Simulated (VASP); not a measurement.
Here is a VASP 6.6.1 calculation.

The input POSCAR:

```
Nb2FeTeO6
1.0
    0.0000000000      3.6377663800      3.6377663800
    3.6377663800      0.0000000000      3.6377663800
    3.6377663800      3.6377663800      0.0000000000
O Nb Te Fe
6 2 1 1
Direct
    0.7392000000      0.2608000000      0.2608000000
    0.2608000000      0.7392000000      0.2608000000
    0.2608000000      0.7392000000      0.7392000000
    0.7392000000      0.2608000000      0.7392000000
    0.2608000000      0.2608000000      0.7392000000
    0.7392000000      0.7392000000      0.2608000000
    0.2500000000      0.2500000000      0.2500000000
    0.7500000000      0.7500000000      0.7500000000
    0.5000000000      0.5000000000      0.5000000000
    0.0000000000      0.0000000000      0.0000000000
```

The input INCAR.step1:

```
SYSTEM = Nb2FeTeO6
ALGO = Normal
EDIFF = 1E-4
ENCUT = 520
GGA = PE
ISMEAR = 0
LASPH = .True.
LCHARG = .False.
LREAL = .False.
LWAVE = .True.
NBANDS = 49
NELM = 60
PREC = Accurate
SIGMA = 0.0127
```

File INCAR.step2:

```
SYSTEM = Nb2FeTeO6
ALGO = Normal
EDIFF = 1E-6
ENCUT = 520
ISIF = 2
ISMEAR = 0
ISTART = 1
LASPH = .True.
LCHARG = .False.
LMIXTAU = .True.
LREAL = .False.
LWAVE = .False.
METAGGA = R2SCAN
NBANDS = 49
NELM = 60
PREC = Accurate
SIGMA = 0.0127
```

The input KPOINTS:

```
k-points
0
Gamma
  4 4 4
  0 0 0
```

Potentials or basis: VASP PAW PBE potentials, release 64 (O, Nb_sv, Te, Fe).

Run with:

```console
$ cat potpaw_PBE.64/O/POTCAR potpaw_PBE.64/Nb_sv/POTCAR potpaw_PBE.64/Te/POTCAR potpaw_PBE.64/Fe/POTCAR > POTCAR
$ cp INCAR.step1 INCAR
$ mpirun -np 1 vasp_std > vasp.out
$ cp INCAR.step2 INCAR
$ mpirun -np 1 vasp_std > vasp.out
```

Problem. What does it give for the largest force?

Solution. 5.938 eV/Å.

Problem. Predict the pressure.

Solution. 54.1 GPa.

Forces on the atoms (eV/Å):
```
O   -5.938  0.000  0.000
O    0.000 -5.938  0.000
O    5.938  0.000  0.000
O    0.000  5.938  0.000
O    0.000  0.000 -5.938
O    0.000  0.000  5.938
Nb   0.000  0.000  0.000
Nb   0.000  0.000  0.000
Te   0.000  0.000  0.000
Fe   0.000  0.000  0.000
```

Caveat: the k points lie up to 0.37 Å⁻¹ apart; the PAW data sets were made with another functional, which shifts forces and pressure a little; spin-orbit coupling is left out, which moves the levels of the heavy elements; the run has no spin polarisation, though such a crystal can be magnetic; semilocal functionals often make such compounds metallic where correlation or magnetic order opens a gap, which also shifts bond lengths. Spin polarisation is off, so any magnetic state and its effect on volume and gap are missing.
